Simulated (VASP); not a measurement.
# K (Fd-3m) in VASP: a series of runs, part 2 of 2

VASP 6.6.1. Earlier steps stand in the parts before.

### Step 3. Single point, PBE

INCAR

```
  PREC = Accurate
  ENCUT = 520
  EDIFF = 1E-7
  ISMEAR = -1
  SIGMA = 0.08
  LREAL = False
  LASPH = True
  NELM = 60
  ALGO = Normal
  ISIF = 2
  LWAVE = False
  LCHARG = True
  GGA = PE
  LELF = True
  LVHAR = True
  NBANDS = 16
```

KPOINTS

```
Automatic mesh
0
Gamma
  9 9 9
```

POSCAR

```
K
1.0
    0.0000000000      3.3046721051      3.3046721051
    3.3046721051      0.0000000000      3.3046721051
    3.3046721051      3.3046721051      0.0000000000
K
2
Direct
   -0.1250000000     -0.1250000000     -0.1250000000
    0.1250000000      0.1250000000      0.1250000000
```

Potentials or basis: VASP PAW PBE potentials, release 64 (K_sv).

The run is started by

```console
cat potpaw_PBE.64/K_sv/POTCAR > POTCAR
mpirun -np 1 vasp_std > vasp.out
```

OUTCAR:

```text
PREC = Accurate
   ENCUT = 520
   EDIFF = 1E-7
   ISMEAR = -1
   LREAL = False
   LASPH = True
   NELM = 60
   ISIF = 2
   GGA = PE

 ion  position               nearest neighbor table
   1  0.875  0.875  0.875-   2 2.86   2 2.86   2 2.86   2 2.86
   2  0.125  0.125  0.125-   1 2.86   1 2.86   1 2.86   1 2.86

  LATTYP: Found a face centered cubic cell.
 ALAT       =     6.6093442102

  Lattice vectors:

 A1 = (   0.0000000000,   3.3046721051,   3.3046721051)
 A2 = (   3.3046721051,   0.0000000000,   3.3046721051)
 A3 = (   3.3046721051,   3.3046721051,   0.0000000000)

Analysis of symmetry for initial positions (statically):
=====================================================================
 Subroutine PRICEL returns:
 Original cell was already a primitive cell.

 Routine SETGRP: Setting up the symmetry group for a
 face centered cubic supercell.

 Subroutine GETGRP returns: Found 48 space group operations
 (whereof 12 operations were pure point group operations)
 out of a pool of 48 trial point group operations.

The static configuration has the point symmetry D_3d.
 The point group associated with its full space group is O_h .

Analysis of symmetry for dynamics (positions and initial velocities):
=====================================================================
 Subroutine PRICEL returns:
 Original cell was already a primitive cell.

 Routine SETGRP: Setting up the symmetry group for a
 face centered cubic supercell.

 Subroutine GETGRP returns: Found 48 space group operations
 (whereof 12 operations were pure point group operations)
 out of a pool of 48 trial point group operations.

The dynamic configuration has the point symmetry D_3d.
 The point group associated with its full space group is O_h .

 Subroutine INISYM returns: Found 48 space group operations
 (whereof 12 operations are pure point group operations),
 and found     1 'primitive' translations

[... 110 lines left out ...]
   EFERMI_NEDOS =   21; number of points for ismear=-14 and -15
   IALGO  =     38    algorithm
   IMIX   =      4    mixing-type and parameters
     AMIX     =   0.40;   BMIX     =  1.00
     AMIX_MAG =   1.60;   BMIX_MAG =  1.00
  volume/ion in A,a.u.               =      36.09       243.55
  Fermi-wavevector in a.u.,A,eV,Ry     =   1.030451  1.947270 14.447061  1.061829
  Thomas-Fermi vector in A             =   2.164550
   LORBIT       =      0    0 simple, 1 ext, 2 COOP (PROOUT), +10 PAW based schemes
   GGA     = PE    functional components
   LHFCALC =     F    Hartree Fock is set to
   AEXX    =    0.0000 exact exchange contribution
   IVDW    =     0    specifies the selected vdW correction
   LEPSILON=     F    determine dielectric tensor
   LRPA    =     F    only Hartree local field effects (RPA)
 non-spin polarized calculation
  energy-cutoff  :      520.00
  volume of cell :       72.18
 maximum number of plane-waves:      1964
   NGX = 17   NGY = 17   NGZ = 17

 number of electron      17.9999998 magnetization

 Free energy of the ion-electron system (eV)
  ---------------------------------------------------
  ext. energy  EPLUGINS =         0.00000000
  ---------------------------------------------------
  free energy    TOTEN  =         0.18728394 eV

  energy without entropy =        0.21415608  energy(sigma->0) =        0.20072001

 E-fermi :   1.9787     XC(G=0):  -7.7058

 val. band max:        1.9590715898   @ k =  -0.4444   0.4444   0.0000
 cond. band min:       2.0746067240   @ k =   0.4444   0.4444   0.0000
 fundamental gap:      0.1155351342
 Fermi energy:         1.9787192527

 k-point     1 :       0.0000    0.0000    0.0000
  band No.  band energies     occupation
      1     -31.3127      2.00000
      2     -30.6253      2.00000
      3     -14.9626      2.00000
      4     -14.9626      2.00000
      5     -14.9626      2.00000
      6     -14.0311      2.00000
[... 433 lines left out ...]
      3     -15.2458      2.00000
      4     -15.2458      2.00000
      5     -14.6040      2.00000
      6     -14.4511      2.00000
[... 8 lines left out ...]
     15       6.4549      0.00000
     16       6.8807      0.00000

 [... further k-points ...]

------------------------ aborting loop because EDIFF is reached ----------------------------------------

  FORCE on cell =-STRESS in cart. coord.  units (eV):
  Direction    XX          YY          ZZ          XY          YZ          ZX
  --------------------------------------------------------------------------------------
  -------------------------------------------------------------------------------------
  Total        3.8263081      3.8263081      3.8263081      0.0000000     -0.0000000      0.0000000
  in kB       84.9327922     84.9327922     84.9327922      0.0000000     -0.0000000      0.0000000
  external PRESSURE =      84.9327922 kB  Pullay stress =       0.0000000 kB

 VOLUME and BASIS-vectors are now :
 -----------------------------------------------------------------------------
  energy-cutoff  :      520.00
  volume of cell :       72.18
      direct lattice vectors                 reciprocal lattice vectors
     0.000000000  3.304672105  3.304672105    -0.151300941  0.151300941  0.151300941
     3.304672105  0.000000000  3.304672105     0.151300941 -0.151300941  0.151300941
     3.304672105  3.304672105  0.000000000     0.151300941  0.151300941 -0.151300941

 POSITION                                       TOTAL-FORCE (eV/Angst)
 -----------------------------------------------------------------------------------
      5.78318      5.78318      5.78318         0.000000      0.000000      0.000000
      0.82617      0.82617      0.82617        -0.000000     -0.000000     -0.000000
 -----------------------------------------------------------------------------------
    total drift:                                0.000000      0.000000      0.000000

  FREE ENERGIE OF THE ION-ELECTRON SYSTEM (eV)
  ---------------------------------------------------
  free  energy   TOTEN  =         0.1872839384 eV

  energy  without entropy=        0.2141560829  energy(sigma->0) =        0.20072001
```

It took 16 s on 1 thread of Intel Xeon 6975P-C (Granite Rapids), shared host; peak memory 0.21 GiB.

Results:

```yaml
Free_energy: 0.1873 eV
Pressure: 8.5 GPa
```

Levels at points of the mesh, in eV from the Fermi level:
| k point | band 7 | band 8 | band 9 | band 10 | band 11 | band 12 |
| --- | --- | --- | --- | --- | --- | --- |
| (0.00, 0.00, 0.00) | -16.01 | -16.01 | -2.78 | 2.48 | 2.48 | 3.25 |

Caveat: the cell stands under pressure.
